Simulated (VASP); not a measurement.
# GaAs (F-43m) in VASP: further runs, part 2 of 2

VASP 6.6.1.

## (3) Single point, LDA

This run uses another cell than the first one, of 24.40 Å³/atom, 1.025 times its volume.

Input file INCAR:

```
SYSTEM = GaAs
  ALGO = Normal
  EDIFF = 1E-6
  ENCUT = 500
  GGA_COMPAT = .False.
  ISIF = 2
  ISMEAR = 0
  LASPH = .True.
  LCHARG = .False.
  LREAL = .False.
  LWAVE = .False.
  NBANDS = 16
  NELM = 120
  PREC = Accurate
  SIGMA = 0.1
```

Input file KPOINTS:

```
k-points
0
Gamma
  6 6 6
  0 0 0
```

Input file POSCAR:

```
GaAs
1.0
    0.0000000000      2.9003073029      2.9003073029
    2.9003073029      0.0000000000      2.9003073029
    2.9003073029      2.9003073029      0.0000000000
Ga As
1 1
Direct
    0.0000000000      0.0000000000      0.0000000000
    0.2500000000      0.2500000000      0.2500000000
```

Potentials or basis: VASP PAW LDA potentials, release 64 (Ga_d, As).

Launch:

```bash
cat potpaw_LDA.64/Ga_d/POTCAR potpaw_LDA.64/As/POTCAR > POTCAR
mpirun -np 1 vasp_std > vasp.out
```

OUTCAR:

```text
SYSTEM = GaAs
   EDIFF = 1E-6
   ENCUT = 500
   ISIF = 2
   ISMEAR = 0
   LASPH = .True.
   LREAL = .False.
   NELM = 120
   PREC = Accurate

 ion  position               nearest neighbor table
   1  0.000  0.000  0.000-   2 2.51   2 2.51   2 2.51   2 2.51
   2  0.250  0.250  0.250-   1 2.51   1 2.51   1 2.51   1 2.51

  LATTYP: Found a face centered cubic cell.
 ALAT       =     5.8006146058

  Lattice vectors:

 A1 = (   0.0000000000,   2.9003073029,   2.9003073029)
 A2 = (   2.9003073029,   0.0000000000,   2.9003073029)
 A3 = (   2.9003073029,   2.9003073029,   0.0000000000)

Analysis of symmetry for initial positions (statically):
=====================================================================
 Subroutine PRICEL returns:
 Original cell was already a primitive cell.

 Routine SETGRP: Setting up the symmetry group for a
 face centered cubic supercell.

 Subroutine GETGRP returns: Found 24 space group operations
 (whereof 24 operations were pure point group operations)
 out of a pool of 48 trial point group operations.

The static configuration has the point symmetry T_d .

Analysis of symmetry for dynamics (positions and initial velocities):
=====================================================================
 Subroutine PRICEL returns:
 Original cell was already a primitive cell.

 Routine SETGRP: Setting up the symmetry group for a
 face centered cubic supercell.

 Subroutine GETGRP returns: Found 24 space group operations
 (whereof 24 operations were pure point group operations)
 out of a pool of 48 trial point group operations.

The dynamic configuration has the point symmetry T_d .

 Subroutine INISYM returns: Found 24 space group operations
 (whereof 24 operations are pure point group operations),
 and found     1 'primitive' translations

----------------------------------------------------------------------------------------

                                     Primitive cell

  volume of cell :      48.7935

  direct lattice vectors                    reciprocal lattice vectors
     0.000000000  2.900307303  2.900307303    -0.172395525  0.172395525  0.172395525
     2.900307303  0.000000000  2.900307303     0.172395525 -0.172395525  0.172395525
     2.900307303  2.900307303  0.000000000     0.172395525  0.172395525 -0.172395525

  length of vectors
     4.101653923  4.101653923  4.101653923     0.298597808  0.298597808  0.298597808

  position of ions in fractional coordinates (direct lattice)
     0.000000000  0.000000000  0.000000000
     0.250000000  0.250000000  0.250000000

  ion indices of the primitive-cell ions
   primitive index   ion index
                 1           1
                 2           2

----------------------------------------------------------------------------------------

 KPOINTS: k-points

Automatic generation of k-mesh.
 Grid dimensions read from file:
 generate k-points for:    6    6    6

 Generating k-lattice:

  Cartesian coordinates                     Fractional coordinates (reciprocal lattice)
    -0.028732587  0.028732587  0.028732587     0.166666667  0.000000000  0.000000000
     0.028732587 -0.028732587  0.028732587     0.000000000  0.166666667  0.000000000
     0.028732587  0.028732587 -0.028732587     0.000000000  0.000000000  0.166666667

  Length of vectors
     0.049766301  0.049766301  0.049766301

  Shift w.r.t. Gamma in fractional coordinates (k-lattice)
     0.000000000  0.000000000  0.000000000

 Subroutine IBZKPT returns following result:
 ===========================================

 Found     16 irreducible k-points:

 Following reciprocal coordinates:
            Coordinates               Weight
  0.000000  0.000000  0.000000      1.000000
  0.166667  0.000000  0.000000      8.000000
  0.333333  0.000000  0.000000      8.000000
  0.500000  0.000000  0.000000      4.000000
  0.166667  0.166667  0.000000      6.000000
  0.333333  0.166667  0.000000     24.000000
[... 8 lines left out ...]
 -0.333333  0.333333  0.166667     24.000000
 -0.333333  0.500000  0.166667     12.000000
   k-points           NKPTS =     16   k-points in BZ     NKDIM =     16   number of bands    NBANDS=     16
   number of dos      NEDOS =    301   number of ions     NIONS =      2
   total plane-waves  NPLWV =  27000
   dimension x,y,z NGX =    30 NGY =   30 NGZ =   30
   dimension x,y,z NGXF=    60 NGYF=   60 NGZF=   60
   ions per type =               1   1
   NGX,Y,Z   is equivalent  to a cutoff of  12.16, 12.16, 12.16 a.u.
   NGXF,Y,Z  is equivalent  to a cutoff of  24.32, 24.32, 24.32 a.u.
 SYSTEM =  GaAs
   PREC   = accura    normal or accurate (medium, high low for compatibility)
   ISTART =      0    job   : 0-new  1-cont  2-samecut
   ICHARG =      2    charge: 1-file 2-atom 10-const
   ISPIN  =      1    spin polarized calculation?
   LNONCOLLINEAR =      F non collinear calculations
   LSORBIT =      F    spin-orbit coupling
   LASPH  =      T    aspherical Exc in radial PAW
   ENCUT  =  500.0 eV  36.75 Ry    6.06 a.u.   7.48  7.48  7.48*2*pi/ulx,y,z
   NELM   =    120;   NELMIN=  2; NELMDL= -5     # of ELM steps
   EDIFF  = 0.1E-05   stopping-criterion for ELM
   LREAL  =      F    real-space projection
   EDIFFG = 0.1E-04   stopping-criterion for IOM
   NSW    =      0    number of steps for IOM
   IBRION =     -1    ionic relax: 0-MD 1-quasi-New 2-CG
   NFREE  =      0    steps in history (QN), initial steepest desc. (CG)
   ISIF   =      2    stress and relaxation
   ISYM   =      2    0-nonsym 1-usesym 2-fastsym
   POTIM  = 0.5000    time-step for ionic-motion
   TEBEG  =    0.0;   TEEND  =   0.0 temperature during run
   PSTRESS=    0.0 pullay stress
   NELECT =      18.0000    total number of electrons
   NUPDOWN=      -1.0000    fix difference up-down
   EMIN   =  10.00;   EMAX   =-10.00  energy-range for DOS
   EFERMI =   0.00;   METHOD = LEGACY
   ISMEAR =     0;   SIGMA  =   0.10  broadening in eV -4-tet -1-fermi 0-gaus
   EFERMI_NEDOS =   21; number of points for ismear=-14 and -15
   IALGO  =     38    algorithm
   IMIX   =      4    mixing-type and parameters
     AMIX     =   0.40;   BMIX     =  1.00
     AMIX_MAG =   1.60;   BMIX_MAG =  1.00
  volume/ion in A,a.u.               =      24.40       164.64
  Fermi-wavevector in a.u.,A,eV,Ry     =   1.174118  2.218761 18.756345  1.378552
  Thomas-Fermi vector in A             =   2.310520
   LORBIT       =      0    0 simple, 1 ext, 2 COOP (PROOUT), +10 PAW based schemes
   GGA     = CA    functional components
   LHFCALC =     F    Hartree Fock is set to
   AEXX    =    0.0000 exact exchange contribution
   IVDW    =     0    specifies the selected vdW correction
   LEPSILON=     F    determine dielectric tensor
   LRPA    =     F    only Hartree local field effects (RPA)
 non-spin polarized calculation
 Gauss-broadening in eV      SIGMA  =   0.10
  energy-cutoff  :      500.00
  volume of cell :       48.79
 maximum number of plane-waves:      1258
 NGX is ok and might be reduce to    30
   NGX = 15   NGY = 15   NGZ = 15

 number of electron      18.0000008 magnetization

 Free energy of the ion-electron system (eV)
  ---------------------------------------------------
  ext. energy  EPLUGINS =         0.00000000
  ---------------------------------------------------
  free energy    TOTEN  =        -9.52343141 eV

  energy without entropy =       -9.52271696  energy(sigma->0) =       -9.52307418

 E-fermi :   3.1362     XC(G=0):  -9.5751

 val. band max:        3.1056910269   @ k =   0.0000   0.0000   0.0000
 cond. band min:       3.7584593674   @ k =   0.5000   0.0000   0.0000
 fundamental gap:      0.6527683405
 Fermi energy:         3.1361556189

 k-point     1 :       0.0000    0.0000    0.0000
  band No.  band energies     occupation
      1     -11.7078      2.00000
      2     -11.7078      2.00000
      3     -11.7078      2.00000
      4     -11.6467      2.00000
      5     -11.6467      2.00000
      6      -9.1362      2.00000
[... 8 lines left out ...]
     15      13.0730      0.00000
     16      13.0730      0.00000
[... 267 lines left out ...]
 k-point    16 :      -0.3333    0.5000    0.1667
  band No.  band energies     occupation
      1     -11.7816      2.00000
      2     -11.6812      2.00000
      3     -11.6734      2.00000
      4     -11.6576      2.00000
      5     -11.6410      2.00000
      6      -6.9235      2.00000
[... 8 lines left out ...]
     15      14.7288      0.00000
     16      15.8426      0.00000

------------------------ aborting loop because EDIFF is reached ----------------------------------------

  FORCE on cell =-STRESS in cart. coord.  units (eV):
  Direction    XX          YY          ZZ          XY          YZ          ZX
  --------------------------------------------------------------------------------------
  -------------------------------------------------------------------------------------
  Total       -1.7436319     -1.7436319     -1.7436319      0.0000000      0.0000000      0.0000000
  in kB      -57.2536707    -57.2536707    -57.2536707      0.0000000      0.0000000      0.0000000
  external PRESSURE =     -57.2536707 kB  Pullay stress =       0.0000000 kB

 VOLUME and BASIS-vectors are now :
 -----------------------------------------------------------------------------
  energy-cutoff  :      500.00
  volume of cell :       48.79
      direct lattice vectors                 reciprocal lattice vectors
     0.000000000  2.900307303  2.900307303    -0.172395525  0.172395525  0.172395525
     2.900307303  0.000000000  2.900307303     0.172395525 -0.172395525  0.172395525
     2.900307303  2.900307303  0.000000000     0.172395525  0.172395525 -0.172395525

 POSITION                                       TOTAL-FORCE (eV/Angst)
 -----------------------------------------------------------------------------------
      0.00000      0.00000      0.00000         0.000000      0.000000      0.000000
      1.45015      1.45015      1.45015        -0.000000     -0.000000     -0.000000
 -----------------------------------------------------------------------------------
    total drift:                               -0.000000     -0.000000     -0.000000

  FREE ENERGIE OF THE ION-ELECTRON SYSTEM (eV)
  ---------------------------------------------------
  free  energy   TOTEN  =        -9.5234314070 eV

  energy  without entropy=       -9.5227169554  energy(sigma->0) =       -9.52307418
```

OSZICAR:

```text
N       E                     dE             d eps       ncg     rms          rms(c)
DAV:   1     0.776502915677E+02    0.77650E+02   -0.86467E+03   536   0.148E+03
DAV:   2    -0.346959486172E+01   -0.81120E+02   -0.77117E+02   592   0.298E+02
DAV:   3    -0.963207054601E+01   -0.61625E+01   -0.61426E+01   640   0.639E+01
DAV:   4    -0.972769506831E+01   -0.95625E-01   -0.95614E-01   624   0.880E+00
DAV:   5    -0.972908441182E+01   -0.13893E-02   -0.13892E-02   664   0.946E-01    0.275E+00
DAV:   6    -0.956071914340E+01    0.16837E+00   -0.21737E-01   768   0.744E+00    0.159E+00
DAV:   7    -0.952691271318E+01    0.33806E-01   -0.50862E-02   728   0.155E+00    0.517E-01
DAV:   8    -0.952342105966E+01    0.34917E-02   -0.78710E-03   624   0.926E-01    0.801E-02
DAV:   9    -0.952341716539E+01    0.38943E-05   -0.61800E-04   656   0.320E-01    0.431E-02
DAV:  10    -0.952342617402E+01   -0.90086E-05   -0.32672E-05   648   0.496E-02    0.229E-02
DAV:  11    -0.952343150766E+01   -0.53336E-05   -0.70615E-06   632   0.402E-02    0.179E-03
DAV:  12    -0.952343140703E+01    0.10063E-06   -0.39021E-07   392   0.824E-03
   1 F= -.95234314E+01 E0= -.95230742E+01  d E =-.714452E-03
```

stdout:

```text
POSCAR found type information on POSCAR GaAs
 POSCAR found :  2 types and       2 ions
 scaLAPACK will be used
 LDA part: xc-table for (Slater(with rela. corr.)+CA(PZ))
 , standard interpolation
 POSCAR, INCAR and KPOINTS ok, starting setup
 FFT: planning ... GRIDC
 FFT: planning ... GRID_SOFT
 FFT: planning ... GRID
 WAVECAR not read
 entering main loop
```

Wall time 19 s (1 thread of Intel Xeon 8259CL, shared host); peak memory 0.15 GiB.

Results:

```yaml
Free_energy: -9.5234 eV
Pressure: -5.7 GPa
Band_gap_on_the_k_mesh: zero (filled and empty bands touch)
```
